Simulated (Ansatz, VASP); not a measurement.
KI: VASP beside Ansatz

```
CELL_PARAMETERS angstrom
4.29094 0.00000 0.00000
0.00000 4.29094 0.00000
0.00000 0.00000 4.29094
ATOMIC_POSITIONS crystal
K 0.00000 0.00000 0.00000
I 0.50000 0.50000 0.50000
```

Alike in both runs: task single point; functional PBE; k mesh 4 × 4 × 4; no spin polarisation.

|  | VASP | Ansatz |
| --- | --- | --- |
| version | VASP 6.6.1 | Ansatz 0.2.0 |
| potentials or method | VASP PAW PBE potentials, release 64 (K_sv, I) | plane waves, PAW |
| plane-wave cutoff (eV) | 520 | 420 |
| occupations | gaussian, width 0.01 eV | fixed |
| valence electrons in the cell | 16 | 26 |

```tsv
	VASP	Ansatz	Ansatz less VASP
gap on the k mesh at the Fermi level (eV)	3.33	3.33	+0.004
```

VASP's potentials hold 16 valence electrons a cell and Ansatz's 26, so a difference there can come from the potentials and not from the codes.

Neither program's run includes spin-orbit coupling.
